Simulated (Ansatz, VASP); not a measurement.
**Hf in VASP and in Ansatz**

File INCAR:

```
SYSTEM = Hf
ALGO = Normal
EDIFF = 1E-6
ENCUT = 520
GGA = RP
ISIF = 2
ISMEAR = -1
LASPH = .True.
LCHARG = .True.
LELF = .True.
LREAL = .False.
LVHAR = .True.
LWAVE = .False.
NBANDS = 11
NELM = 100
PREC = Accurate
SIGMA = 0.05
```

Contents of KPOINTS:

```
k-points
0
Gamma
  10 10 10
  0 0 0
```

The input POSCAR:

```
Hf
1.0
    0.0000000000      2.2200000000      2.2200000000
    2.2200000000      0.0000000000      2.2200000000
    2.2200000000      2.2200000000      0.0000000000
Hf
1
Direct
    0.0000000000      0.0000000000      0.0000000000
```

File input.yaml:

```yaml
crystal:
  lattice:
    - [0.0, 2.22, 2.22]
    - [2.22, 0.0, 2.22]
    - [2.22, 2.22, 0.0]
  atoms:
    - { symbol: Hf, position: [0.0, 0.0, 0.0] }
hamiltonian:
  xc: rpbe
  pseudopotentials: { kind: paw }
kpoints:
  mp_grid: { grid: [10, 10, 10] }
  band_path:
    path:
      - [[0.0, 0.0, 0.0], [0.5, 0.0, 0.5], [0.5, 0.25, 0.75], [0.375, 0.375, 0.75], [0.0, 0.0, 0.0], [0.5, 0.5, 0.5], [0.625, 0.25, 0.625], [0.5, 0.25, 0.75], [0.5, 0.5, 0.5], [0.375, 0.375, 0.75]]
      - [[0.625, 0.25, 0.625], [0.5, 0.0, 0.5]]
    npoints: 14
scf:
  occupations: { method: fermi_dirac, width: 0.05 }
  n_extra_bands: 6
output:
  forces: true
  stress: true
  eigenvalues: true
  fatbands: false
  write_density: true
  write_potential: true
  elf: true
  volumetric_format: npy
```

Alike in both runs: functional RPBE; k mesh 10 × 10 × 10; occupations fermi-dirac, width 0.05 eV; no spin polarisation.

|  | VASP | Ansatz |
| --- | --- | --- |
| version | VASP 6.6.1 | Ansatz 0.2.0 |
| potentials or method | VASP PAW PBE potentials, release 64 (Hf_pv) | Ansatz PAW |
| plane-wave cutoff (eV) | 520 | 420 |
| valence electrons in the cell | 10 | 26 |
| task | single point | band structure |

|  | VASP | Ansatz | Ansatz less VASP |
| --- | --- | --- | --- |
| gap on the k mesh at the Fermi level (eV) | none | none | - |
| pressure (GPa) | 5.5 | 6.1 | +0.50 |

VASP's potentials were made for PBE, not for RPBE. A gap of «none» marks a metal or a gap that the smearing closes. The functional is the same, so the differences come from potentials, cutoffs and numerics. VASP's potentials hold 10 valence electrons a cell and Ansatz's 26, so a difference there can come from the potentials and not from the codes.

Neither program's run includes spin-orbit coupling.
